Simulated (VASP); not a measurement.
## Ta: single point with LDA

The system is Ta.

```
Ta
1.0
     2.90037    0.00000    0.00000
    -1.45019    2.51180    0.00000
     0.00000    0.00000    5.16627
Ta
2
Direct
  0.66667 0.33333 0.75000
  0.33333 0.66667 0.25000
```

This isn't the form of Ta at room conditions, which is bcc.

| Property | Result |
| --- | --- |
| Program | VASP 6.6.1 |
| Task | single point |
| Functional | LDA |
| Potentials or basis | VASP PAW LDA potentials, release 64 (Ta_pv) |
| Cutoff | 500 eV |
| k mesh | 10 × 10 × 5 |
| Occupations | gaussian, width 0.1 eV |
| Spin | no spin polarisation |

The pressure is -11.1 GPa. The band gap on the k mesh is zero (bands 11 and 12 overlap by 1.61 eV).

Stress tensor (GPa, compression positive):
```
-11.97   0.00   0.00
  0.00 -11.97   0.00
  0.00   0.00  -9.27
```

Levels at points of the mesh, in eV from the Fermi level:
```csv
k point,band 7,band 8,band 9,band 10,band 11,band 12,band 13,band 14,band 15,band 16
"(0.00, 0.00, 0.00)",-8.05,-4.83,-0.56,0.07,0.58,0.58,1.14,1.14,2.92,2.92
"(0.50, 0.00, 0.00)",-3.98,-3.79,-3.28,-0.34,-0.33,0.52,0.84,5.47,6.38,6.68
```

Run time: 10 s on 1 thread of Intel(R) Xeon(R) Platinum 8559C (Emerald Rapids), with other jobs on the host, peak memory 0.15 GiB.

Caveat: the cell stands under tension; spin-orbit coupling is left out, which moves the levels of the heavy elements.
